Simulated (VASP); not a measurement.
# BaS in VASP: notebook, part 2 of 2

VASP 6.6.1. The steps go on from the part before.

## Step 3: Electric field gradients, LDA (equal xy, yz and zx shear strains of -2 %)

The input, INCAR:

```
  PREC = Accurate
  ENCUT = 400
  EDIFF = 1E-8
  ISMEAR = -1
  SIGMA = 0.01
  LREAL = F
  LASPH = T
  NELM = 120
  ALGO = Normal
  ISIF = 2
  LWAVE = F
  LCHARG = F
  LEFG = T
  NBANDS = 15
  GGA_COMPAT = F
```

The input, KPOINTS:

```
Automatic mesh
0
Gamma
  7 7 7
```

The input, POSCAR:

```
BaS
1.0
   -0.0638750000      3.1618125000      3.1618125000
    3.1618125000     -0.0638750000      3.1618125000
    3.1618125000      3.1618125000     -0.0638750000
Ba S
1 1
Direct
    0.0000000000      0.0000000000      0.0000000000
    0.5000000000      0.5000000000      0.5000000000
```

Potentials or basis: VASP PAW LDA potentials, release 64 (Ba_sv, S).

Run with:

```
$ cat potpaw_LDA.64/Ba_sv/POTCAR potpaw_LDA.64/S/POTCAR > POTCAR
$ mpirun -np 1 vasp_std > vasp.out
```

OUTCAR:

```text
PREC = Accurate
   ENCUT = 400
   EDIFF = 1E-8
   ISMEAR = -1
   LREAL = F
   LASPH = T
   NELM = 120
   ISIF = 2

 ion  position               nearest neighbor table
   1  0.000  0.000  0.000-   2 3.19   2 3.19   2 3.19   2 3.19   2 3.19   2 3.19
   2  0.500  0.500  0.500-   1 3.19   1 3.19   1 3.19   1 3.19   1 3.19   1 3.19

  LATTYP: Found a trigonal (rhomboedric) cell.
 ALAT       =     4.4719343226
 COS(alpha) =     0.4797000918

  Lattice vectors:

 A1 = (  -0.0638750000,   3.1618125000,   3.1618125000)
 A2 = (   3.1618125000,  -0.0638750000,   3.1618125000)
 A3 = (   3.1618125000,   3.1618125000,  -0.0638750000)

Analysis of symmetry for initial positions (statically):
=====================================================================
 Subroutine PRICEL returns:
 Original cell was already a primitive cell.

 Routine SETGRP: Setting up the symmetry group for a
 trigonal (rhombohedral) supercell.

 Subroutine GETGRP returns: Found 12 space group operations
 (whereof 12 operations were pure point group operations)
 out of a pool of 12 trial point group operations.

The static configuration has the point symmetry D_3d.

Analysis of symmetry for dynamics (positions and initial velocities):
=====================================================================
 Subroutine PRICEL returns:
 Original cell was already a primitive cell.

 Routine SETGRP: Setting up the symmetry group for a
 trigonal (rhombohedral) supercell.

 Subroutine GETGRP returns: Found 12 space group operations
 (whereof 12 operations were pure point group operations)
 out of a pool of 12 trial point group operations.

The dynamic configuration has the point symmetry D_3d.

 Subroutine INISYM returns: Found 12 space group operations
 (whereof 12 operations are pure point group operations),
 and found     1 'primitive' translations

----------------------------------------------------------------------------------------

                                     Primitive cell

  volume of cell :      65.1331

  direct lattice vectors                    reciprocal lattice vectors
    -0.063875000  3.161812500  3.161812500    -0.153424025  0.156587407  0.156587407
     3.161812500 -0.063875000  3.161812500     0.156587407 -0.153424025  0.156587407
     3.161812500  3.161812500 -0.063875000     0.156587407  0.156587407 -0.153424025

  length of vectors
     4.471934323  4.471934323  4.471934323     0.269403347  0.269403347  0.269403347

  position of ions in fractional coordinates (direct lattice)
     0.000000000  0.000000000  0.000000000
     0.500000000  0.500000000  0.500000000

  ion indices of the primitive-cell ions
   primitive index   ion index
                 1           1
                 2           2

----------------------------------------------------------------------------------------

 KPOINTS: Automatic mesh

Automatic generation of k-mesh.
 Grid dimensions read from file:
 generate k-points for:    7    7    7

 Generating k-lattice:

[... 80 lines left out ...]
     AMIX     =   0.40;   BMIX     =  1.00
     AMIX_MAG =   1.60;   BMIX_MAG =  1.00
  volume/ion in A,a.u.               =      32.57       219.77
  Fermi-wavevector in a.u.,A,eV,Ry     =   1.025292  1.937521 14.302771  1.051224
  Thomas-Fermi vector in A             =   2.159125
   LORBIT       =      0    0 simple, 1 ext, 2 COOP (PROOUT), +10 PAW based schemes
   GGA     = CA    functional components
   LHFCALC =     F    Hartree Fock is set to
   AEXX    =    0.0000 exact exchange contribution
   IVDW    =     0    specifies the selected vdW correction
   LEPSILON=     F    determine dielectric tensor
   LRPA    =     F    only Hartree local field effects (RPA)
 non-spin polarized calculation
  energy-cutoff  :      400.00
  volume of cell :       65.13
 maximum number of plane-waves:      1217
 NGX is ok and might be reduce to    30
   NGX = 15   NGY = 15   NGZ = 15

 number of electron      16.0000001 magnetization

 Free energy of the ion-electron system (eV)
  ---------------------------------------------------
  ext. energy  EPLUGINS =         0.00000000
  ---------------------------------------------------
  free energy    TOTEN  =       -11.15541761 eV

  energy without entropy =      -11.15541761  energy(sigma->0) =      -11.15541761

 E-fermi :   1.4844     XC(G=0):  -8.9937

 val. band max:        1.2909454769   @ k =   0.0000   0.0000   0.0000
 cond. band min:       3.2041497112   @ k =   0.4286   0.4286  -0.0000
 fundamental gap:      1.9132042343
 Fermi energy:         1.4844478374

 k-point     1 :       0.0000    0.0000    0.0000
  band No.  band energies     occupation
      1     -24.7603      2.00000
      2      -9.8363      2.00000
      3      -9.8363      2.00000
      4      -9.8259      2.00000
      5      -9.0723      2.00000
      6       1.2234      2.00000
      7       1.2234      2.00000
      8       1.2909      2.00000
      9       4.5335      0.00000
     10       4.8539      0.00000
     11       4.8539      0.00000
     12       5.1427      0.00000
     13       5.9359      0.00000
     14       5.9359      0.00000
[... 401 lines left out ...]
      2     -10.6495      2.00000
      3     -10.0071      2.00000
      4      -9.9035      2.00000
      5      -8.2605      2.00000
      6      -0.2075      2.00000
      7       0.4094      2.00000
      8       0.8915      2.00000
      9       4.4249      0.00000
     10       6.3584      0.00000
     11       6.9512      0.00000
     12       7.5493      0.00000
     13       7.7956      0.00000
     14       9.5957      0.00000
     15      10.9765      0.00000

 [... further k-points ...]

------------------------ aborting loop because EDIFF is reached ----------------------------------------

  FORCE on cell =-STRESS in cart. coord.  units (eV):
  Direction    XX          YY          ZZ          XY          YZ          ZX
  --------------------------------------------------------------------------------------
  -------------------------------------------------------------------------------------
  Total       -0.7518290     -0.7518290     -0.7518290      0.1499163      0.1499163      0.1499163
  in kB      -18.4938819    -18.4938819    -18.4938819      3.6877205      3.6877205      3.6877205
  external PRESSURE =     -18.4938819 kB  Pullay stress =       0.0000000 kB

 VOLUME and BASIS-vectors are now :
 -----------------------------------------------------------------------------
  energy-cutoff  :      400.00
  volume of cell :       65.13
      direct lattice vectors                 reciprocal lattice vectors
    -0.063875000  3.161812500  3.161812500    -0.153424025  0.156587407  0.156587407
     3.161812500 -0.063875000  3.161812500     0.156587407 -0.153424025  0.156587407
     3.161812500  3.161812500 -0.063875000     0.156587407  0.156587407 -0.153424025

 POSITION                                       TOTAL-FORCE (eV/Angst)
 -----------------------------------------------------------------------------------
      0.00000      0.00000      0.00000        -0.000000      0.000000      0.000000
      3.12988      3.12988      3.12987         0.000000     -0.000000     -0.000000
 -----------------------------------------------------------------------------------
    total drift:                               -0.000000      0.000000      0.000000

  FREE ENERGIE OF THE ION-ELECTRON SYSTEM (eV)
  ---------------------------------------------------
  free  energy   TOTEN  =       -11.1554176106 eV

  energy  without entropy=      -11.1554176105  energy(sigma->0) =      -11.15541761

 Electric field gradients (V/A^2)
---------------------------------------------------------------------
 ion       V_xx      V_yy      V_zz      V_xy      V_xz      V_yz
---------------------------------------------------------------------
   1      -0.000     0.000     0.000     6.847     6.847     6.847
   2      -0.000    -0.000     0.000    -1.338    -1.338    -1.338
---------------------------------------------------------------------

 Electric field gradients after diagonalization (V/A^2)
 (convention: |V_zz| > |V_xx| > |V_yy|)
----------------------------------------------------------------------
 ion       V_xx      V_yy      V_zz     asymmetry (V_yy - V_xx)/ V_zz
----------------------------------------------------------------------
   1      -6.847    -6.847    13.694       0.000
   2       1.338     1.338    -2.675       0.000
----------------------------------------------------------------------

           NMR quadrupolar parameters

 Cq : quadrupolar parameter    Cq=e*Q*V_zz/h
 eta: asymmetry parameters     (V_yy - V_xx)/ V_zz
 Q  : nuclear electric quadrupole moment in mb (millibarn)
----------------------------------------------------------------------
 ion       Cq(MHz)       eta       Q (mb)
----------------------------------------------------------------------
   1       0.033       0.000       1.000
   2      -0.006       0.000       1.000
----------------------------------------------------------------------
```

OSZICAR:

```text
N       E                     dE             d eps       ncg     rms          rms(c)
DAV:   1     0.684097274763E+02    0.68410E+02   -0.59125E+03  1320   0.755E+02
DAV:   2    -0.777923798903E+01   -0.76189E+02   -0.69933E+02  1799   0.155E+02
DAV:   3    -0.116076616091E+02   -0.38284E+01   -0.38088E+01  1799   0.358E+01
DAV:   4    -0.116811818572E+02   -0.73520E-01   -0.73508E-01  1732   0.511E+00
DAV:   5    -0.116830415755E+02   -0.18597E-02   -0.18597E-02  1928   0.618E-01    0.484E+00
DAV:   6    -0.111826639473E+02    0.50038E+00   -0.66377E-01  1523   0.487E+00    0.335E+00
DAV:   7    -0.111605289929E+02    0.22135E-01   -0.13548E-01  1736   0.201E+00    0.194E+00
DAV:   8    -0.111563013145E+02    0.42277E-02   -0.20917E-02  1467   0.812E-01    0.259E-01
DAV:   9    -0.111552623720E+02    0.10389E-02   -0.25731E-03  1656   0.297E-01    0.142E-01
DAV:  10    -0.111554306381E+02   -0.16827E-03   -0.22596E-04  1579   0.103E-01    0.328E-02
DAV:  11    -0.111554168581E+02    0.13780E-04   -0.48402E-05  1733   0.396E-02    0.130E-02
DAV:  12    -0.111554175664E+02   -0.70827E-06   -0.41908E-06  1558   0.113E-02    0.740E-03
DAV:  13    -0.111554176254E+02   -0.59012E-07   -0.30274E-07  1775   0.315E-03    0.886E-04
DAV:  14    -0.111554176103E+02    0.15095E-07   -0.54136E-08  1635   0.143E-03    0.322E-04
DAV:  15    -0.111554176106E+02   -0.24306E-09   -0.25036E-09   982   0.350E-04
   1 F= -.11155418E+02 E0= -.11155418E+02  d E =-.469866E-11
```

stdout:

```text
POSCAR found type information on POSCAR BaS
 POSCAR found :  2 types and       2 ions
 scaLAPACK will be used
 LDA part: xc-table for (Slater(with rela. corr.)+CA(PZ))
 , standard interpolation
 POSCAR, INCAR and KPOINTS ok, starting setup
 FFT: planning ... GRIDC
 FFT: planning ... GRID_SOFT
 FFT: planning ... GRID
 WAVECAR not read
 entering main loop
ion   1

ion   2
```

Run time: 60 s. Hardware: 1 thread of Intel Xeon 8259CL, shared host; peak memory 0.16 GiB.

What came out:

```
Free energy                             : -11.1554 eV
Pressure                                : -1.8 GPa
Band gap on the k mesh                  : 1.91 eV (least direct gap 2.08 eV)
Largest electric field gradient by atom : Ba +13.7; S -2.7 V/Å²
```

Electric field gradients, principal values (V/Å²):
```
atom   least  middle  greatest (by size)
1 Ba  -6.847  -6.847              13.694
 2 S   1.338   1.338              -2.675
```

Caveat: the cell differs from its parent crystal (equal xy, yz and zx shear strains of -2 %); without QUAD_EFG the Cq values of the log hold for a quadrupole moment of 1 mb, not for the nuclei; spin-orbit coupling is left out, which moves the levels of the heavy elements; an odd mesh through Γ misses points on the zone boundary, where band edges can lie.
